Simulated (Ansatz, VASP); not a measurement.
**One calculation of Cd, two programs**

File INCAR:

```
PREC     = Accurate       # precision mode
ENCUT    = 600            # plane-wave cutoff, eV
EDIFF    = 1E-6           # SCF threshold, eV
ISMEAR   = 0              # smearing method
SIGMA    = 0.1            # smearing width, eV
LREAL    = False          # projectors in reciprocal space
LASPH    = True           # aspherical terms in the spheres
NELM     = 60             # most SCF steps
ALGO     = Fast           # electronic algorithm
ISIF     = 3              # what is computed and relaxed
LWAVE    = False          # write WAVECAR
LCHARG   = False          # write CHGCAR
GGA      = PS             # functional
IBRION   = 2              # ionic algorithm
NSW      = 80             # ionic steps
EDIFFG   = -0.01          # ionic threshold
```

File KPOINTS:

```
regular mesh
0
Gamma
  18 18 8
```

The input POSCAR:

```
Cd
1.0
    3.0137580632      0.0000000000      0.0000000000
   -1.5068790316      2.6099910436      0.0000000000
    0.0000000000      0.0000000000      5.3010963182
Cd
2
Direct
    0.3333333333      0.6666666667      0.2500000000
    0.6666666667      0.3333333333      0.7500000000
```

Input for Ansatz:

```yaml
crystal:
  lattice:
    - [3.0137580632, 0.0, 0.0]
    - [-1.5068790316, 2.6099910436, 0.0]
    - [0.0, 0.0, 5.3010963182]
  atoms:
    - { symbol: Cd, position: [0.3333333333, 0.6666666667, 0.25] }
    - { symbol: Cd, position: [0.6666666667, 0.3333333333, 0.75] }
basis:
  ecutwfc: 420
kpoints:
  mp_grid: { grid: [18, 18, 8] }
hamiltonian:
  xc: pbesol
scf:
  occupations: { method: gaussian, width: 0.1 }
output:
  forces: true
  stress: true
  eigenvalues: true
relax:
  adjacent_minimum: "off"
  f_tol: 0.01
  max_steps: 60
  cell: { stress_tol: 0.1 }
```

Alike in both runs: task relaxation of cell and atoms; functional PBEsol; k mesh 18 × 18 × 8; occupations gaussian, width 0.1 eV; no spin polarisation.

|  | VASP | Ansatz |
| --- | --- | --- |
| version | VASP 6.6.1 | Ansatz 0.2.0 |
| potentials or method | VASP PAW PBE potentials, release 64 (Cd), cutoff 600 eV | scalar-relativistic, plane waves, PAW |
| valence electrons in the cell | 24 | 40 |

|  | VASP | Ansatz | Ansatz less VASP |
| --- | --- | --- | --- |
| gap on the k mesh at the Fermi level, each at its own relaxed structure (eV) | none | none | - |
| relaxed volume (Å³/atom) | 21.12 | 21.05 | -0.064 |
| relaxed length of the cell vector where the two differ most in proportion (Å) | 2.951 | 2.945 | -0.0060 |

VASP's potentials were made for PBE, not for PBEsol. A gap of «none» marks a metal or a gap that the smearing closes. VASP's potentials hold 24 valence electrons a cell and Ansatz's 40, so a difference there can come from the potentials and not from the codes.
